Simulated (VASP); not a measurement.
# KCl (Pm-3m) in VASP: further runs

The runs below take KCl through single point, with LDA.

Everything below comes from runs of VASP 6.6.1. Logs are shortened: lines on timing, memory, paths and dates and some standing lists are left out, and cuts for length are marked.

## Step 1: The cell of the first run

The structure is cubic, space group Pm-3m (No. 221). The conventional cell has a = 3.647 Å, b = 3.647 Å, c = 3.647 Å, α = 90.00°, β = 90.00°, γ = 90.00°. K (site symmetry m-3m) has 8 Cl at 3.16 Å and 6 K at 3.65 Å within 4.2 Å. Cl (site symmetry m-3m) has 8 K at 3.16 Å and 6 Cl at 3.65 Å within 4.2 Å.

## Step 2: Single point, LDA (strain -0.050 along x and y, -0.050 along z)

The input, INCAR:

```
SYSTEM = KCl
PREC     = Accurate       ! precision mode
ENCUT    = 520            ! plane-wave cutoff, eV
EDIFF    = 1E-6           ! SCF threshold, eV
ISMEAR   = 0              ! smearing method
SIGMA    = 0.05           ! smearing width, eV
LREAL    = .FALSE.        ! projectors in reciprocal space
LASPH    = .TRUE.         ! aspherical terms in the spheres
NELM     = 100            ! most SCF steps
ALGO     = Normal         ! electronic algorithm
ISIF     = 2              ! what is computed and relaxed
LWAVE    = .FALSE.        ! write WAVECAR
LCHARG   = .FALSE.        ! write CHGCAR
NBANDS   = 15             ! bands
```

The input, KPOINTS:

```
regular mesh
0
G
  6 6 6
  0 0 0
```

The input, POSCAR:

```
KCl
1.0
    3.6472362000      0.0000000000      0.0000000000
    0.0000000000      3.6472362000      0.0000000000
    0.0000000000      0.0000000000      3.6472362000
K Cl
1 1
Direct
    0.0000000000      0.0000000000      0.0000000000
    0.5000000000      0.5000000000      0.5000000000
```

Potentials or basis: VASP PAW LDA potentials, release 64 (K_sv, Cl).

Run with:

```sh
cat potpaw_LDA.64/K_sv/POTCAR potpaw_LDA.64/Cl/POTCAR > POTCAR
mpirun -np 1 vasp_std > vasp.out
```

OUTCAR:

```text
SYSTEM = KCl
   PREC = Accurate
   ENCUT = 520
   EDIFF = 1E-6
   ISMEAR = 0
   LREAL = .FALSE.
   LASPH = .TRUE.
   NELM = 100
   ISIF = 2

 ion  position               nearest neighbor table
   1  0.000  0.000  0.000-   2 3.16   2 3.16   2 3.16   2 3.16   2 3.16   2 3.16   2 3.16   2 3.16

   2  0.500  0.500  0.500-   1 3.16   1 3.16   1 3.16   1 3.16   1 3.16   1 3.16   1 3.16   1 3.16

  LATTYP: Found a simple cubic cell.
 ALAT       =     3.6472362000

  Lattice vectors:

 A1 = (   3.6472362000,   0.0000000000,   0.0000000000)
 A2 = (   0.0000000000,   3.6472362000,   0.0000000000)
 A3 = (   0.0000000000,   0.0000000000,   3.6472362000)

Analysis of symmetry for initial positions (statically):
=====================================================================
 Subroutine PRICEL returns:
 Original cell was already a primitive cell.

 Routine SETGRP: Setting up the symmetry group for a
 simple cubic supercell.

 Subroutine GETGRP returns: Found 48 space group operations
 (whereof 48 operations were pure point group operations)
 out of a pool of 48 trial point group operations.

The static configuration has the point symmetry O_h .

Analysis of symmetry for dynamics (positions and initial velocities):
=====================================================================
 Subroutine PRICEL returns:
 Original cell was already a primitive cell.

 Routine SETGRP: Setting up the symmetry group for a
 simple cubic supercell.

 Subroutine GETGRP returns: Found 48 space group operations
 (whereof 48 operations were pure point group operations)
 out of a pool of 48 trial point group operations.

The dynamic configuration has the point symmetry O_h .

 Subroutine INISYM returns: Found 48 space group operations
 (whereof 48 operations are pure point group operations),
 and found     1 'primitive' translations

----------------------------------------------------------------------------------------

                                     Primitive cell

  volume of cell :      48.5167

  direct lattice vectors                    reciprocal lattice vectors
     3.647236200  0.000000000  0.000000000     0.274180213  0.000000000  0.000000000
     0.000000000  3.647236200  0.000000000     0.000000000  0.274180213  0.000000000
     0.000000000  0.000000000  3.647236200     0.000000000  0.000000000  0.274180213

  length of vectors
     3.647236200  3.647236200  3.647236200     0.274180213  0.274180213  0.274180213

  position of ions in fractional coordinates (direct lattice)
     0.000000000  0.000000000  0.000000000
     0.500000000  0.500000000  0.500000000

  ion indices of the primitive-cell ions
   primitive index   ion index
                 1           1
                 2           2

----------------------------------------------------------------------------------------

 KPOINTS: regular mesh

Automatic generation of k-mesh.
 Grid dimensions read from file:
 generate k-points for:    6    6    6

 Generating k-lattice:

  Cartesian coordinates                     Fractional coordinates (reciprocal lattice)
     0.045696702  0.000000000  0.000000000     0.166666667  0.000000000  0.000000000
     0.000000000  0.045696702  0.000000000     0.000000000  0.166666667  0.000000000
     0.000000000  0.000000000  0.045696702     0.000000000  0.000000000  0.166666667

  Length of vectors
     0.045696702  0.045696702  0.045696702

  Shift w.r.t. Gamma in fractional coordinates (k-lattice)
     0.000000000  0.000000000  0.000000000

 Subroutine IBZKPT returns following result:
 ===========================================

 Found     20 irreducible k-points:

 Following reciprocal coordinates:
            Coordinates               Weight
  0.000000  0.000000  0.000000      1.000000
  0.166667  0.000000  0.000000      6.000000
  0.333333  0.000000  0.000000      6.000000
  0.500000  0.000000  0.000000      3.000000
  0.166667  0.166667  0.000000     12.000000
  0.333333  0.166667  0.000000     24.000000
[... 12 lines left out ...]
  0.500000  0.500000  0.333333      6.000000
  0.500000  0.500000  0.500000      1.000000
   k-points           NKPTS =     20   k-points in BZ     NKDIM =     20   number of bands    NBANDS=     15
   number of dos      NEDOS =    301   number of ions     NIONS =      2
   total plane-waves  NPLWV =  21952
   dimension x,y,z NGX =    28 NGY =   28 NGZ =   28
   dimension x,y,z NGXF=    56 NGYF=   56 NGZF=   56
   ions per type =               1   1
   NGX,Y,Z   is equivalent  to a cutoff of  12.76, 12.76, 12.76 a.u.
   NGXF,Y,Z  is equivalent  to a cutoff of  25.53, 25.53, 25.53 a.u.
 SYSTEM =  KCl
   PREC   = accura    normal or accurate (medium, high low for compatibility)
   ISTART =      0    job   : 0-new  1-cont  2-samecut
   ICHARG =      2    charge: 1-file 2-atom 10-const
   ISPIN  =      1    spin polarized calculation?
   LNONCOLLINEAR =      F non collinear calculations
   LSORBIT =      F    spin-orbit coupling
   LASPH  =      T    aspherical Exc in radial PAW
   ENCUT  =  520.0 eV  38.22 Ry    6.18 a.u.   6.78  6.78  6.78*2*pi/ulx,y,z
   NELM   =    100;   NELMIN=  2; NELMDL= -5     # of ELM steps
   EDIFF  = 0.1E-05   stopping-criterion for ELM
   LREAL  =      F    real-space projection
   EDIFFG = 0.1E-04   stopping-criterion for IOM
   NSW    =      0    number of steps for IOM
   IBRION =     -1    ionic relax: 0-MD 1-quasi-New 2-CG
   NFREE  =      0    steps in history (QN), initial steepest desc. (CG)
   ISIF   =      2    stress and relaxation
   ISYM   =      2    0-nonsym 1-usesym 2-fastsym
   POTIM  = 0.5000    time-step for ionic-motion
   TEBEG  =    0.0;   TEEND  =   0.0 temperature during run
   PSTRESS=    0.0 pullay stress
   NELECT =      16.0000    total number of electrons
   NUPDOWN=      -1.0000    fix difference up-down
   EMIN   =  10.00;   EMAX   =-10.00  energy-range for DOS
   EFERMI =   0.00;   METHOD = LEGACY
   ISMEAR =     0;   SIGMA  =   0.05  broadening in eV -4-tet -1-fermi 0-gaus
   EFERMI_NEDOS =   21; number of points for ismear=-14 and -15
   IALGO  =     38    algorithm
   IMIX   =      4    mixing-type and parameters
     AMIX     =   0.40;   BMIX     =  1.00
     AMIX_MAG =   1.60;   BMIX_MAG =  1.00
  volume/ion in A,a.u.               =      24.26       163.70
  Fermi-wavevector in a.u.,A,eV,Ry     =   1.131056  2.137387 17.405778  1.279289
  Thomas-Fermi vector in A             =   2.267754
   LORBIT       =      0    0 simple, 1 ext, 2 COOP (PROOUT), +10 PAW based schemes
   GGA     = CA    functional components
   LHFCALC =     F    Hartree Fock is set to
   AEXX    =    0.0000 exact exchange contribution
   IVDW    =     0    specifies the selected vdW correction
   LEPSILON=     F    determine dielectric tensor
   LRPA    =     F    only Hartree local field effects (RPA)
 non-spin polarized calculation
 Gauss-broadening in eV      SIGMA  =   0.05
  energy-cutoff  :      520.00
  volume of cell :       48.52
 maximum number of plane-waves:      1328
 NGX is ok and might be reduce to    28
   NGX = 13   NGY = 13   NGZ = 13

 number of electron      15.9999999 magnetization

 Free energy of the ion-electron system (eV)
  ---------------------------------------------------
  ext. energy  EPLUGINS =         0.00000000
  ---------------------------------------------------
  free energy    TOTEN  =        -7.34814648 eV

  energy without entropy =       -7.34814648  energy(sigma->0) =       -7.34814648

 E-fermi :   0.1141     XC(G=0):  -9.3034

 val. band max:       -0.2227834507   @ k =   0.5000   0.5000   0.0000
 cond. band min:       4.8555693388   @ k =   0.0000   0.0000   0.0000
 fundamental gap:      5.0783527895
 Fermi energy:         0.1141341978

 k-point     1 :       0.0000    0.0000    0.0000
  band No.  band energies     occupation
      1     -27.6887      2.00000
      2     -13.0347      2.00000
      3     -11.2702      2.00000
      4     -11.2702      2.00000
      5     -11.2702      2.00000
      6      -0.4609      2.00000
      7      -0.4609      2.00000
      8      -0.4609      2.00000
      9       4.8556      0.00000
     10       5.8211      0.00000
     11       5.8211      0.00000
     12      10.6476      0.00000
     13      10.6476      0.00000
     14      10.6476      0.00000
     15      13.8766      0.00000

 k-point     2 :       0.1667    0.0000    0.0000
  band No.  band energies     occupation
      1     -27.6786      2.00000
      2     -13.0937      2.00000
      3     -11.2557      2.00000
      4     -11.2557      2.00000
      5     -11.2293      2.00000
      6      -1.1090      2.00000
      7      -0.4768      2.00000
      8      -0.4768      2.00000
      9       5.5525      0.00000
     10       6.0782      0.00000
     11       6.5595      0.00000
     12      10.5454      0.00000
     13      10.5454      0.00000
     14      10.8048      0.00000
     15      12.6900      0.00000

 k-point     3 :       0.3333    0.0000    0.0000
  band No.  band energies     occupation
      1     -27.6583      2.00000
      2     -13.2182      2.00000
      3     -11.2265      2.00000
      4     -11.2265      2.00000
      5     -11.1280      2.00000
      6      -2.1071      2.00000
      7      -0.5110      2.00000
      8      -0.5110      2.00000
      9       6.7883      0.00000
     10       6.9261      0.00000
     11       8.0182      0.00000
     12      10.5032      0.00000
     13      10.5032      0.00000
     14      10.7613      0.00000
     15      11.1764      0.00000
[... 271 lines left out ...]
 k-point    19 :       0.5000    0.5000    0.3333
  band No.  band energies     occupation
      1     -27.5864      2.00000
      2     -12.4756      2.00000
      3     -11.5774      2.00000
      4     -11.5774      2.00000
      5     -11.4577      2.00000
      6      -1.9291      2.00000
      7      -1.9291      2.00000
      8      -1.6336      2.00000
      9       7.6814      0.00000
     10       8.6009      0.00000
     11       8.6009      0.00000
     12       9.4001      0.00000
     13      10.6453      0.00000
     14      10.6453      0.00000
     15      12.6458      0.00000

 k-point    20 :       0.5000    0.5000    0.5000
  band No.  band energies     occupation
      1     -27.5778      2.00000
      2     -12.4175      2.00000
      3     -11.5496      2.00000
      4     -11.5496      2.00000
      5     -11.5496      2.00000
      6      -2.0070      2.00000
      7      -2.0070      2.00000
      8      -2.0070      2.00000
      9       8.7364      0.00000
     10       8.7364      0.00000
     11       8.7364      0.00000
     12      10.1437      0.00000
     13      10.1437      0.00000
     14      10.1437      0.00000
     15      12.6821      0.00000

------------------------ aborting loop because EDIFF is reached ----------------------------------------

  FORCE on cell =-STRESS in cart. coord.  units (eV):
  Direction    XX          YY          ZZ          XY          YZ          ZX
  --------------------------------------------------------------------------------------
  -------------------------------------------------------------------------------------
  Total       -0.0497992     -0.0497992     -0.0497992     -0.0000000     -0.0000000      0.0000000
  in kB       -1.6445269     -1.6445269     -1.6445269     -0.0000000     -0.0000000      0.0000000
  external PRESSURE =      -1.6445269 kB  Pullay stress =       0.0000000 kB

 VOLUME and BASIS-vectors are now :
 -----------------------------------------------------------------------------
  energy-cutoff  :      520.00
  volume of cell :       48.52
      direct lattice vectors                 reciprocal lattice vectors
     3.647236200  0.000000000  0.000000000     0.274180213  0.000000000  0.000000000
     0.000000000  3.647236200  0.000000000     0.000000000  0.274180213  0.000000000
     0.000000000  0.000000000  3.647236200     0.000000000  0.000000000  0.274180213

 POSITION                                       TOTAL-FORCE (eV/Angst)
 -----------------------------------------------------------------------------------
      0.00000      0.00000      0.00000         0.000000      0.000000      0.000000
      1.82362      1.82362      1.82362         0.000000      0.000000      0.000000
 -----------------------------------------------------------------------------------
    total drift:                               -0.000000      0.000000      0.000000

  FREE ENERGIE OF THE ION-ELECTRON SYSTEM (eV)
  ---------------------------------------------------
  free  energy   TOTEN  =        -7.3481464795 eV

  energy  without entropy=       -7.3481464795  energy(sigma->0) =       -7.34814648
```

It used 20 s of CPU time on 1 thread of AMD EPYC 7R13 Processor (Zen 3), on a shared host.

What came out:

* Free energy: -7.3481 eV
* Pressure: -0.2 GPa
* Band gap on the k mesh: 5.08 eV, indirect (least direct gap 5.32 eV)

Levels at points of the mesh, in eV from the valence-band top:
```csv
k point,band 6,band 7,band 8,band 9,band 10,band 11
"(0.00, 0.00, 0.00)",-0.24,-0.24,-0.24,5.08,6.04,6.04
"(0.50, 0.00, 0.00)",-2.30,-0.31,-0.31,7.63,8.12,8.80
"(0.50, 0.50, 0.00)",-1.48,-1.48,0.00,5.88,7.15,8.81
"(0.50, 0.50, 0.50)",-1.78,-1.78,-1.78,8.96,8.96,8.96
```

Caveat: the cell differs from its parent crystal (strain -0.050 along x and y, -0.050 along z). A k mesh can miss the band edges.

## Step 3: Single point, LDA (strain -0.025 along x and y, -0.025 along z)

The input, INCAR:

```
SYSTEM = KCl
PREC = Accurate ; ENCUT = 520
EDIFF = 1E-7 ; ISMEAR = 0
SIGMA = 0.05 ; LREAL = .FALSE.
LASPH = .TRUE. ; NELM = 100
ALGO = Normal ; ISIF = 2
LWAVE = .FALSE. ; LCHARG = .TRUE.
GGA = CA ; LELF = .TRUE.
LVHAR = .TRUE. ; NBANDS = 15
```

KPOINTS is that of step 2.

The input, POSCAR:

```
KCl
1.0
    3.7432161000      0.0000000000      0.0000000000
    0.0000000000      3.7432161000      0.0000000000
    0.0000000000      0.0000000000      3.7432161000
K Cl
1 1
Direct
    0.0000000000      0.0000000000      0.0000000000
    0.5000000000      0.5000000000      0.5000000000
```

Potentials or basis: VASP PAW LDA potentials, release 64 (K_sv, Cl).

Run with:

```sh
cat potpaw_LDA.64/K_sv/POTCAR potpaw_LDA.64/Cl/POTCAR > POTCAR
mpirun -np 1 vasp_std > vasp.out
```

OUTCAR:

```text
SYSTEM = KCl
   PREC = Accurate
   ENCUT = 520
   EDIFF = 1E-7
   ISMEAR = 0
   LREAL = .FALSE.
   LASPH = .TRUE.
   NELM = 100
   ISIF = 2
   GGA = CA

 ion  position               nearest neighbor table
   1  0.000  0.000  0.000-
   2  0.500  0.500  0.500-

  LATTYP: Found a simple cubic cell.
 ALAT       =     3.7432161000

  Lattice vectors:

 A1 = (   3.7432161000,   0.0000000000,   0.0000000000)
 A2 = (   0.0000000000,   3.7432161000,   0.0000000000)
[... 538 lines left out ...]

------------------------ aborting loop because EDIFF is reached ----------------------------------------

  FORCE on cell =-STRESS in cart. coord.  units (eV):
  Direction    XX          YY          ZZ          XY          YZ          ZX
  --------------------------------------------------------------------------------------
  -------------------------------------------------------------------------------------
  Total       -0.6488789     -0.6488789     -0.6488789      0.0000000      0.0000000      0.0000000
  in kB      -19.8216381    -19.8216381    -19.8216381      0.0000000      0.0000000      0.0000000
  external PRESSURE =     -19.8216381 kB  Pullay stress =       0.0000000 kB

 VOLUME and BASIS-vectors are now :
 -----------------------------------------------------------------------------
  energy-cutoff  :      520.00
  volume of cell :       52.45
      direct lattice vectors                 reciprocal lattice vectors
     3.743216100  0.000000000  0.000000000     0.267149952  0.000000000  0.000000000
     0.000000000  3.743216100  0.000000000     0.000000000  0.267149952  0.000000000
     0.000000000  0.000000000  3.743216100     0.000000000  0.000000000  0.267149952

 POSITION                                       TOTAL-FORCE (eV/Angst)
 -----------------------------------------------------------------------------------
      0.00000      0.00000      0.00000         0.000000      0.000000      0.000000
      1.87161      1.87161      1.87161         0.000000      0.000000      0.000000
 -----------------------------------------------------------------------------------
    total drift:                                0.000000      0.000000      0.000000

  FREE ENERGIE OF THE ION-ELECTRON SYSTEM (eV)
  ---------------------------------------------------
  free  energy   TOTEN  =        -7.3213516152 eV

  energy  without entropy=       -7.3213516152  energy(sigma->0) =       -7.32135162
```

stdout:

```text
POSCAR found type information on POSCAR K Cl
 POSCAR found :  2 types and       2 ions
 scaLAPACK will be used
 LDA part: xc-table for (Slater(with rela. corr.)+CA(PZ))
 , standard interpolation
 POSCAR, INCAR and KPOINTS ok, starting setup
 FFT: planning ... GRIDC
 FFT: planning ... GRID_SOFT
 FFT: planning ... GRID
 WAVECAR not read
 entering main loop
```

It used 22 s of CPU time on 1 thread of AMD EPYC 7R13 Processor (Zen 3) (shared host).

Results:

- Free energy: -7.3214 eV
- Pressure: -2.0 GPa
- Band gap on the k mesh: 4.69 eV, indirect (least direct gap 4.92 eV)

Levels at points of the mesh, in eV from the valence-band top:
| k point | band 6 | band 7 | band 8 | band 9 | band 10 | band 11 |
| --- | --- | --- | --- | --- | --- | --- |
| (0.00, 0.00, 0.00) | -0.23 | -0.23 | -0.23 | 4.69 | 6.16 | 6.16 |
| (0.50, 0.00, 0.00) | -2.07 | -0.26 | -0.26 | 7.63 | 7.70 | 8.34 |
| (0.50, 0.50, 0.00) | -1.35 | -1.35 | 0.00 | 5.85 | 7.07 | 8.77 |
| (0.50, 0.50, 0.50) | -1.56 | -1.56 | -1.56 | 8.69 | 8.69 | 8.69 |

Caveat: the cell differs from its parent crystal (strain -0.025 along x and y, -0.025 along z). A k mesh can miss the band edges.

## Step 4: Single point, LDA (strain +0.025 along x and y, +0.025 along z)

The input, INCAR:

```
SYSTEM = KCl
PREC = Accurate
ENCUT = 520
EDIFF = 1E-6
ISMEAR = 0
SIGMA = 0.05
LREAL = .False.
LASPH = .True.
NELM = 80
ALGO = Normal
ISIF = 2
LWAVE = .False.
LCHARG = .True.
GGA = CA
LELF = .True.
LVHAR = .True.
NBANDS = 15
```

The input, KPOINTS:

```
regular mesh
0
Gamma
  6 6 6
  0 0 0
```

The input, POSCAR:

```
KCl
1.0
    3.9351759000      0.0000000000      0.0000000000
    0.0000000000      3.9351759000      0.0000000000
    0.0000000000      0.0000000000      3.9351759000
K Cl
1 1
Direct
    0.0000000000      0.0000000000      0.0000000000
    0.5000000000      0.5000000000      0.5000000000
```

Run with:

```sh
cat potpaw_LDA.64/K_sv/POTCAR potpaw_LDA.64/Cl/POTCAR > POTCAR
mpirun -np 1 vasp_std > vasp.out
```

It used 21 s of CPU time on 1 thread of AMD EPYC 7R13 Processor (Zen 3), with other jobs on the host.

The run converged. Its results:

```
Free energy            : -7.1615 eV
Pressure               : -3.8 GPa
Band gap on the k mesh : 4.09 eV, indirect (least direct gap 4.29 eV)
```

Levels at points of the mesh, in eV from the valence-band top:
```csv
k point,band 5,band 6,band 7,band 8,band 9,band 10,band 11,band 12
"(0.00, 0.00, 0.00)",-11.44,-0.20,-0.20,-0.20,4.09,6.30,6.30,10.28
"(0.50, 0.00, 0.00)",-11.30,-1.66,-0.19,-0.19,6.97,7.50,7.55,9.81
"(0.50, 0.50, 0.00)",-11.40,-1.13,-1.13,0.00,5.75,6.87,8.63,8.63
"(0.50, 0.50, 0.50)",-11.59,-1.20,-1.20,-1.20,8.21,8.21,8.21,9.34
```

Caveat: the cell differs from its parent crystal (strain +0.025 along x and y, +0.025 along z). A k mesh can miss the band edges.

## Step 5: Overview

| cell | gap on the mesh (eV) | pressure (GPa) |
| --- | --- | --- |
| a = 3.647 Å, 2 atoms | 5.08 | -0.2 |
| a = 3.743 Å, 2 atoms | 4.69 | -2.0 |
| a = 3.935 Å, 2 atoms | 4.09 | -3.8 |

Alike in all rows: task single point; level LDA; potentials or basis VASP PAW LDA potentials, release 64 (K_sv, Cl); no spin polarisation; k mesh 6 × 6 × 6; cutoff (eV) 520; smearing gaussian 0.05 eV.

Absolute energies hang on the potentials; compare differences alone.
